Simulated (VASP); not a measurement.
Runs of VASP 6.6.1 on InP. The structure is that of space group I-4m2 (No. 119), or close to it. The cells are those of the table. 

```csv
cell,gap on the mesh (eV),pressure (GPa)
"a = 4.094, b = 4.094, c = 4.261 Å, angles 58.6, 58.6, 62.7°, 2 atoms",0.23,-1.2
"a = 4.060, b = 4.060, c = 4.375 Å, angles 57.4, 57.4, 65.2°, 2 atoms",0.01,(b)
"a = 4.037, b = 4.037, c = 4.502 Å, angles 56.1, 56.1, 67.8°, 2 atoms",0.23,-2.1
"a = 4.220, b = 4.220, c = 4.015 Å, angles 61.6, 61.6, 56.8°, 2 atoms",0.26,-1.2
"a = 4.615, b = 4.615, c = 3.620 Å, angles 66.9, 66.9, 46.2°, 2 atoms",(a),-2.6
```

Alike in all rows: task single point; level LDA; potentials or basis VASP PAW LDA potentials, release 64 (In_d, P); no spin polarisation; k mesh 4 × 4 × 4; cutoff (eV) 500; smearing gaussian 0.05 eV.

Fill in the values left out.

(a) none; (b) -1.5.

Caveats: all runs use coarse meshes; spin-orbit coupling is left out, which moves the levels of the heavy elements.

A k mesh can miss the band edges, and the runs leave out spin-orbit coupling on In.
